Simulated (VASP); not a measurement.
Runs of VASP 6.6.1 on C. The structure is that of space group P6/mmm (No. 191), or close to it. The cells are those of the table. 

| cell | gap on the mesh (eV) |
| --- | --- |
| a = 2.423, b = 2.423, c = 8.409 Å, angles 90.0, 90.0, 120.0°, 2 atoms | 1.56 |
| a = 2.440, b = 2.440, c = 8.467 Å, angles 90.0, 90.0, 120.0°, 2 atoms | 1.54 |
| a = 2.488, b = 2.488, c = 8.636 Å, angles 90.0, 90.0, 120.0°, 2 atoms | 1.46 |
| a = 2.406, b = 2.406, c = 8.350 Å, angles 90.0, 90.0, 120.0°, 2 atoms | 1.59 |
| a = 2.456, b = 2.456, c = 8.524 Å, angles 90.0, 90.0, 120.0°, 2 atoms | 1.51 |
| a = 2.504, b = 2.504, c = 8.691 Å, angles 90.0, 90.0, 120.0°, 2 atoms | (b) |
| a = 2.472, b = 2.472, c = 8.580 Å, angles 90.0, 90.0, 120.0°, 2 atoms | (a) |

Alike in all rows: task single point; level LDA; potentials or basis VASP PAW LDA potentials, release 64 (C); no spin polarisation; k mesh 11 × 11 × 3; cutoff (eV) 600; smearing fermi-dirac 0.15 eV.

**Question.** Estimate the missing entries.

**Answer.** (a) 1.49; (b) 1.44.

A k mesh can miss the band edges.
